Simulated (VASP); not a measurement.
# Co (Fm-3m) in VASP: single point with LDA

Aim: the single point of Co with LDA.

Program: VASP 6.6.1. These are calculated values, not measurements. Logs are shortened: lines on timing, memory, paths and dates and some standing lists are left out, and cuts for length are marked.

## Step 1: The cell of the first run

Symmetry: Fm-3m, No. 225, cubic system. Conventional cell: a = 3.380 Å, b = 3.380 Å, c = 3.380 Å, α = 90.00°, β = 90.00°, γ = 90.00°. Co (site symmetry m-3m) has 12 Co at 2.39 Å within 3.2 Å.

## Step 2: Single point, LDA

Input file INCAR:

```
  PREC = Accurate
  ENCUT = 520
  EDIFF = 1E-7
  ISMEAR = -1
  SIGMA = 0.13605693000000002
  LREAL = F
  LASPH = T
  NELM = 60
  ALGO = Normal
  ISIF = 2
  LWAVE = F
  LCHARG = F
  NBANDS = 10
```

Input file KPOINTS:

```
Automatic mesh
0
Gamma
  17 17 17
```

Input file POSCAR:

```
Co
1.0
    0.0000000000      1.6899639361      1.6899639361
    1.6899639361      0.0000000000      1.6899639361
    1.6899639361      1.6899639361      0.0000000000
Co
1
Direct
    0.0000000000      0.0000000000      0.0000000000
```

Potentials or basis: VASP PAW LDA potentials, release 64 (Co).

The run is started by

```console
> cat potpaw_LDA.64/Co/POTCAR > POTCAR
> mpirun -np 1 vasp_std > vasp.out
```

OUTCAR:

```text
PREC = Accurate
   ENCUT = 520
   EDIFF = 1E-7
   ISMEAR = -1
   LREAL = F
   LASPH = T
   NELM = 60
   ISIF = 2

 ion  position               nearest neighbor table
   1  0.000  0.000  0.000-

  LATTYP: Found a face centered cubic cell.
 ALAT       =     3.3799278722

  Lattice vectors:

 A1 = (   0.0000000000,   1.6899639361,   1.6899639361)
 A2 = (   1.6899639361,   0.0000000000,   1.6899639361)
 A3 = (   1.6899639361,   1.6899639361,   0.0000000000)

Analysis of symmetry for initial positions (statically):
=====================================================================
 Subroutine PRICEL returns:
 Original cell was already a primitive cell.

 Routine SETGRP: Setting up the symmetry group for a
 face centered cubic supercell.

 Subroutine GETGRP returns: Found 48 space group operations
 (whereof 48 operations were pure point group operations)
 out of a pool of 48 trial point group operations.

The static configuration has the point symmetry O_h .

Analysis of symmetry for dynamics (positions and initial velocities):
=====================================================================
 Subroutine PRICEL returns:
 Original cell was already a primitive cell.

 Routine SETGRP: Setting up the symmetry group for a
 face centered cubic supercell.

 Subroutine GETGRP returns: Found 48 space group operations
 (whereof 48 operations were pure point group operations)
 out of a pool of 48 trial point group operations.

The dynamic configuration has the point symmetry O_h .

 Subroutine INISYM returns: Found 48 space group operations
 (whereof 48 operations are pure point group operations),
 and found     1 'primitive' translations

----------------------------------------------------------------------------------------

                                     Primitive cell

  volume of cell :       9.6530

  direct lattice vectors                    reciprocal lattice vectors
     0.000000000  1.689963936  1.689963936    -0.295864302  0.295864302  0.295864302
     1.689963936  0.000000000  1.689963936     0.295864302 -0.295864302  0.295864302
     1.689963936  1.689963936  0.000000000     0.295864302  0.295864302 -0.295864302

  length of vectors
     2.389969918  2.389969918  2.389969918     0.512452003  0.512452003  0.512452003

  position of ions in fractional coordinates (direct lattice)
     0.000000000  0.000000000  0.000000000

  ion indices of the primitive-cell ions
   primitive index   ion index
                 1           1

----------------------------------------------------------------------------------------

 KPOINTS: Automatic mesh

Automatic generation of k-mesh.
 Grid dimensions read from file:
 generate k-points for:   17   17   17

 Generating k-lattice:

  Cartesian coordinates                     Fractional coordinates (reciprocal lattice)
    -0.017403782  0.017403782  0.017403782     0.058823529  0.000000000  0.000000000
     0.017403782 -0.017403782  0.017403782     0.000000000  0.058823529  0.000000000
     0.017403782  0.017403782 -0.017403782     0.000000000  0.000000000  0.058823529

  Length of vectors
     0.030144235  0.030144235  0.030144235

  Shift w.r.t. Gamma in fractional coordinates (k-lattice)
     0.000000000  0.000000000  0.000000000

 Subroutine IBZKPT returns following result:
 ===========================================

 Found    165 irreducible k-points:

 Following reciprocal coordinates:
            Coordinates               Weight
  0.000000  0.000000  0.000000      1.000000
  0.058824  0.000000  0.000000      8.000000
  0.117647  0.000000  0.000000      8.000000
  0.176471  0.000000  0.000000      8.000000
  0.235294  0.000000  0.000000      8.000000
  0.294118  0.000000  0.000000      8.000000
[... 16 lines left out ...]
 -0.176471  0.058824  0.000000     24.000000
 -0.117647  0.058824  0.000000     24.000000
 [... further k-points ...]
   k-points           NKPTS =    165   k-points in BZ     NKDIM =    165   number of bands    NBANDS=     10
   number of dos      NEDOS =    301   number of ions     NIONS =      1
   total plane-waves  NPLWV =   5832
   dimension x,y,z NGX =    18 NGY =   18 NGZ =   18
   dimension x,y,z NGXF=    36 NGYF=   36 NGZF=   36
   ions per type =               1
   NGX,Y,Z   is equivalent  to a cutoff of  12.52, 12.52, 12.52 a.u.
   NGXF,Y,Z  is equivalent  to a cutoff of  25.04, 25.04, 25.04 a.u.
 SYSTEM =  unknown system
   PREC   = accura    normal or accurate (medium, high low for compatibility)
   ISTART =      0    job   : 0-new  1-cont  2-samecut
   ICHARG =      2    charge: 1-file 2-atom 10-const
   ISPIN  =      1    spin polarized calculation?
   LNONCOLLINEAR =      F non collinear calculations
   LSORBIT =      F    spin-orbit coupling
   LASPH  =      T    aspherical Exc in radial PAW
   ENCUT  =  520.0 eV  38.22 Ry    6.18 a.u.   4.44  4.44  4.44*2*pi/ulx,y,z
   NELM   =     60;   NELMIN=  2; NELMDL= -5     # of ELM steps
   EDIFF  = 0.1E-06   stopping-criterion for ELM
   LREAL  =      F    real-space projection
   EDIFFG = 0.1E-05   stopping-criterion for IOM
   NSW    =      0    number of steps for IOM
   IBRION =     -1    ionic relax: 0-MD 1-quasi-New 2-CG
   NFREE  =      0    steps in history (QN), initial steepest desc. (CG)
   ISIF   =      2    stress and relaxation
   ISYM   =      2    0-nonsym 1-usesym 2-fastsym
   POTIM  = 0.5000    time-step for ionic-motion
   TEBEG  =    0.0;   TEEND  =   0.0 temperature during run
   PSTRESS=    0.0 pullay stress
   NELECT =       9.0000    total number of electrons
   NUPDOWN=      -1.0000    fix difference up-down
   EMIN   =  10.00;   EMAX   =-10.00  energy-range for DOS
   EFERMI =   0.00;   METHOD = LEGACY
   ISMEAR =    -1;   SIGMA  =   0.14  broadening in eV -4-tet -1-fermi 0-gaus
   EFERMI_NEDOS =   21; number of points for ismear=-14 and -15
   IALGO  =     38    algorithm
   IMIX   =      4    mixing-type and parameters
     AMIX     =   0.40;   BMIX     =  1.00
     AMIX_MAG =   1.60;   BMIX_MAG =  1.00
  volume/ion in A,a.u.               =       9.65        65.14
  Fermi-wavevector in a.u.,A,eV,Ry     =   1.599318  3.022273 34.801239  2.557819
  Thomas-Fermi vector in A             =   2.696630
   LORBIT       =      0    0 simple, 1 ext, 2 COOP (PROOUT), +10 PAW based schemes
   GGA     = CA    functional components
   LHFCALC =     F    Hartree Fock is set to
   AEXX    =    0.0000 exact exchange contribution
   IVDW    =     0    specifies the selected vdW correction
   LEPSILON=     F    determine dielectric tensor
   LRPA    =     F    only Hartree local field effects (RPA)
 non-spin polarized calculation
  energy-cutoff  :      520.00
  volume of cell :        9.65
 maximum number of plane-waves:       274
 NGX is ok and might be reduce to    18
   NGX =  9   NGY =  9   NGZ =  9

 number of electron       9.0000008 magnetization

 Free energy of the ion-electron system (eV)
  ---------------------------------------------------
  ext. energy  EPLUGINS =         0.00000000
  ---------------------------------------------------
  free energy    TOTEN  =        -8.12122220 eV

  energy without entropy =       -7.99367559  energy(sigma->0) =       -8.05744889

 E-fermi :  11.6674     XC(G=0): -14.4544

 val. band max:       11.6650721390   @ k =  -0.2941   0.3529   0.0588
 cond. band min:      11.6684013920   @ k =   0.4118   0.2353   0.0588
 fundamental gap:      0.0033292530
 Fermi energy:        11.6673707804

 k-point     1 :       0.0000    0.0000    0.0000
  band No.  band energies     occupation
      1       2.1632      2.00000
      2       9.5343      2.00000
      3       9.5343      2.00000
      4       9.5343      2.00000
      5      11.0641      1.97654
      6      11.0641      1.97654
      7      35.7577      0.00000
      8      41.1326      0.00000
      9      41.1326      0.00000
     10      41.1326      0.00000

 k-point     2 :       0.0588    0.0000    0.0000
  band No.  band energies     occupation
      1       2.3144      2.00000
      2       9.4821      2.00000
      3       9.5758      2.00000
      4       9.5758      2.00000
      5      11.0445      1.97967
      6      11.0445      1.97967
      7      35.5689      0.00000
      8      39.4383      0.00000
      9      40.9589      0.00000
     10      40.9589      0.00000

 k-point     3 :       0.1176    0.0000    0.0000
  band No.  band energies     occupation
      1       2.7579      2.00000
      2       9.3429      2.00000
      3       9.6819      2.00000
      4       9.6819      2.00000
      5      11.0044      1.98481
      6      11.0045      1.98481
      7      34.3537      0.00000
      8      37.5760      0.00000
      9      40.5746      0.00000
     10      40.5746      0.00000

 k-point     4 :       0.1765    0.0000    0.0000
  band No.  band energies     occupation
      1       3.4597      2.00000
      2       9.1684      2.00000
      3       9.7916      2.00000
      4       9.7916      2.00000
      5      11.0048      1.98476
      6      11.0048      1.98476
      7      31.7482      0.00000
      8      36.8839      0.00000
      9      40.1607      0.00000
     10      40.1607      0.00000

 k-point     5 :       0.2353    0.0000    0.0000
  band No.  band energies     occupation
      1       4.3448      2.00000
      2       9.0500      2.00000
      3       9.8206      2.00000
      4       9.8206      2.00000
      5      11.1252      1.96349
      6      11.1252      1.96349
      7      28.8167      0.00000
      8      36.3490      0.00000
      9      39.7935      0.00000
     10      39.7935      0.00000

 k-point     6 :       0.2941    0.0000    0.0000
  band No.  band energies     occupation
      1       5.2570      2.00000
      2       9.1421      2.00000
      3       9.7508      2.00000
      4       9.7508      2.00000
      5      11.3699      1.79802
      6      11.3699      1.79802
      7      25.9575      0.00000
      8      35.7171      0.00000
      9      39.4879      0.00000
     10      39.4879      0.00000

 k-point     7 :       0.3529    0.0000    0.0000
  band No.  band energies     occupation
      1       5.9449      2.00000
      2       9.6390      2.00000
      3       9.6390      2.00000
      4       9.6524      2.00000
      5      11.6580      1.03460
      6      11.6580      1.03460
      7      23.3201      0.00000
      8      35.0977      0.00000
      9      39.2389      0.00000
     10      39.2389      0.00000

 k-point     8 :       0.4118    0.0000    0.0000
  band No.  band energies     occupation
      1       6.2773      2.00000
      2       9.5391      2.00000
      3       9.5391      2.00000
      4      10.5694      1.99937
      5      11.9032      0.30038
      6      11.9032      0.30038
      7      21.0920      0.00000
      8      34.6191      0.00000
      9      39.0467      0.00000
     10      39.0467      0.00000

 k-point     9 :       0.4706    0.0000    0.0000
  band No.  band energies     occupation
      1       6.3817      2.00000
      2       9.4823      2.00000
      3       9.4823      2.00000
      4      11.3898      1.76982
      5      12.0427      0.11919
      6      12.0427      0.11919
      7      19.6728      0.00000
      8      34.3618      0.00000
      9      38.9347      0.00000
     10      38.9347      0.00000
[... 118 lines left out ...]
 k-point    19 :      -0.4118    0.0588    0.0000
  band No.  band energies     occupation
      1       6.4279      2.00000
      2       9.4398      2.00000
      3       9.5727      2.00000
      4      10.4777      1.99968
      5      11.8705      0.36706
      6      12.5632      0.00276
      7      20.5394      0.00000
      8      33.9684      0.00000
      9      37.4406      0.00000
     10      38.9956      0.00000

 k-point    20 :      -0.3529    0.0588    0.0000
  band No.  band energies     occupation
      1       6.1974      2.00000
      2       9.5430      2.00000
      3       9.6566      2.00000
      4       9.7252      2.00000
      5      11.5957      1.25731
      6      12.1556      0.05381
      7      22.5861      0.00000
      8      34.1979      0.00000
      9      37.6157      0.00000
     10      40.2190      0.00000

 k-point    21 :      -0.2941    0.0588    0.0000
  band No.  band energies     occupation
      1       5.6349      2.00000
      2       9.1433      2.00000
      3       9.6750      2.00000
      4       9.7731      2.00000
      5      11.2696      1.89803
      6      11.7896      0.57870
      7      25.1289      0.00000
      8      34.5553      0.00000
      9      38.1049      0.00000
     10      41.4998      0.00000

 k-point    22 :      -0.2353    0.0588    0.0000
  band No.  band energies     occupation
      1       4.7731      2.00000
      2       8.9691      2.00000
      3       9.7873      2.00000
      4       9.8736      2.00000
      5      10.9769      1.98758
      6      11.4673      1.62631
      7      27.9366      0.00000
      8      34.9950      0.00000
      9      38.7732      0.00000
     10      41.8035      0.00000

 k-point    23 :      -0.1765    0.0588    0.0000
  band No.  band energies     occupation
      1       3.8621      2.00000
      2       9.0512      2.00000
      3       9.8270      2.00000
      4       9.8753      2.00000
      5      10.8278      1.99583
      6      11.2336      1.92078
      7      30.8679      0.00000
      8      35.4973      0.00000
      9      39.3565      0.00000
     10      41.9126      0.00000

 k-point    24 :      -0.1176    0.0588    0.0000
  band No.  band energies     occupation
      1       3.0936      2.00000
      2       9.2238      2.00000
      3       9.7611      2.00000
      4       9.7679      2.00000
      5      10.8540      1.99494
      6      11.1191      1.96506
      7      33.6371      0.00000
      8      36.2055      0.00000
      9      39.6238      0.00000
     10      41.9513      0.00000

 [... further k-points ...]
[... 5 lines left out ...]
  --------------------------------------------------------------------------------------
  -------------------------------------------------------------------------------------
  Total       -0.0806759     -0.0806759     -0.0806759     -0.0000000     -0.0000000      0.0000000
  in kB      -13.3903521    -13.3903521    -13.3903521     -0.0000000     -0.0000000      0.0000000
  external PRESSURE =     -13.3903521 kB  Pullay stress =       0.0000000 kB

 VOLUME and BASIS-vectors are now :
 -----------------------------------------------------------------------------
  energy-cutoff  :      520.00
  volume of cell :        9.65
      direct lattice vectors                 reciprocal lattice vectors
     0.000000000  1.689963936  1.689963936    -0.295864302  0.295864302  0.295864302
     1.689963936  0.000000000  1.689963936     0.295864302 -0.295864302  0.295864302
     1.689963936  1.689963936  0.000000000     0.295864302  0.295864302 -0.295864302

 POSITION                                       TOTAL-FORCE (eV/Angst)
 -----------------------------------------------------------------------------------
      0.00000      0.00000      0.00000         0.000000      0.000000      0.000000
 -----------------------------------------------------------------------------------
    total drift:                                0.000000     -0.000000     -0.000000

  FREE ENERGIE OF THE ION-ELECTRON SYSTEM (eV)
  ---------------------------------------------------
  free  energy   TOTEN  =        -8.1212222020 eV

  energy  without entropy=       -7.9936755867  energy(sigma->0) =       -8.05744889
```

Run time: 12 s. Hardware: 1 thread of Intel Xeon Platinum 8259CL at 2.50GHz (Skylake/Cascade Lake), shared host; peak memory 0.12 GiB.

What came out:

```
Free energy : -8.1212 eV
Pressure    : -1.3 GPa
```

Levels at points of the mesh, in eV from the Fermi level:
```tsv
k point	band 1	band 2	band 3	band 4	band 5	band 6	band 7	band 8	band 9
(0.00, 0.00, 0.00)	-9.50	-2.13	-2.13	-2.13	-0.60	-0.60	24.09	29.47	29.47
```

Caveat: the run has no spin polarisation, though such a crystal can be magnetic. Spin polarisation is off, so any magnetic state and its effect on volume and gap are missing.
